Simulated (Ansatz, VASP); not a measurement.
This is a calculation of Pt3PbC for VASP 6.6.1.

File INCAR:

```
SYSTEM = Pt3PbC
  ALGO = Normal
  EDIFF = 1E-6
  ENCUT = 520
  GGA = PE
  ISIF = 2
  ISMEAR = -1
  LASPH = .True.
  LCHARG = .False.
  LREAL = .False.
  LWAVE = .False.
  NBANDS = 32
  NELM = 80
  PREC = Accurate
  SIGMA = 0.05
```

KPOINTS

```
k-points
0
Gamma
  6 6 6
  0 0 0
```

File POSCAR:

```
Pt3PbC
1.0
    4.3768388259      0.0000000000      0.0000000000
    0.0000000000      4.3768388259      0.0000000000
    0.0000000000      0.0000000000      4.3768388259
Pb Pt C
1 3 1
Direct
    0.0000000000      0.0000000000      0.0000000000
    0.5000000000      0.0000000000      0.5000000000
    0.5000000000      0.5000000000      0.0000000000
    0.0000000000      0.5000000000      0.5000000000
    0.5000000000      0.5000000000      0.5000000000
```

Potentials or basis: VASP PAW PBE potentials, release 64 (Pb_d, Pt, C).

Launch:

```sh
$ cat potpaw_PBE.64/Pb_d/POTCAR potpaw_PBE.64/Pt/POTCAR potpaw_PBE.64/C/POTCAR > POTCAR
$ mpirun -np 1 vasp_std > vasp.out
```

**Question.** Set up the same calculation for Ansatz 0.2.0. Potentials there: Ansatz PAW.

**Answer.** As run (the cutoff follows the program's own potentials):

input.yaml

```yaml
crystal:
  lattice:
    - [4.3768388259, 0.0, 0.0]
    - [0.0, 4.3768388259, 0.0]
    - [0.0, 0.0, 4.3768388259]
  atoms:
    - { symbol: Pb, position: [0.0, 0.0, 0.0] }
    - { symbol: Pt, position: [0.5, 0.0, 0.5] }
    - { symbol: Pt, position: [0.5, 0.5, 0.0] }
    - { symbol: Pt, position: [0.0, 0.5, 0.5] }
    - { symbol: C, position: [0.5, 0.5, 0.5] }
hamiltonian:
  xc: pbe
  pseudopotentials: { kind: paw }
kpoints:
  mp_grid: { grid: [6, 6, 6] }
scf:
  occupations: { method: fermi_dirac, width: 0.05 }
output:
  forces: true
  stress: true
  eigenvalues: true
```

Potentials or basis: Ansatz PAW.

Run with:

```sh
$ ansatz run input.yaml --threads 2 --pin off --max-ram 5120MiB --backend cpu --events-out ev --progress --plain --runs-dir out
```

Both were run:

|  | VASP | Ansatz | Ansatz less VASP |
| --- | --- | --- | --- |
| gap on the k mesh at the Fermi level (eV) | none | none | - |
| pressure (GPa) | -3.8 | -3.7 | +0.12 |

A gap of «none» marks a metal or a gap that the smearing closes. The functional is the same, so the differences come from potentials, cutoffs and numerics. VASP's potentials hold 48 valence electrons a cell and Ansatz's 72, so a difference there can come from the potentials and not from the codes.

Neither program's run includes spin-orbit coupling.
